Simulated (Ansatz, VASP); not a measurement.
## Be in VASP and in Ansatz

```
CELL_PARAMETERS angstrom
-1.33428 1.33428 1.10074
1.33428 -1.33428 1.10074
1.33428 1.33428 -1.10074
ATOMIC_POSITIONS crystal
Be 0.00000 0.00000 0.00000
```

Alike in both runs: task single point; functional r2SCAN; k mesh 18 × 18 × 18; no spin polarisation.

|  | VASP | Ansatz |
| --- | --- | --- |
| version | VASP 6.6.1 | Ansatz 0.2.0 |
| potentials or method | VASP PAW PBE potentials, release 64 (Be), cutoff 520 eV | PAW plane waves |
| occupations | fermi-dirac, width 0.1 eV | fermi-dirac |
| valence electrons in the cell | 2 | 2 |

|  | VASP | Ansatz | Ansatz less VASP |
| --- | --- | --- | --- |
| pressure (GPa) | 4.6 | 4.4 | -0.17 |
| traceless stress, the component that is largest in VASP (GPa) | 16.19 | 16.11 | -0.082 |

VASP's potentials were made for PBE, not for r2SCAN.
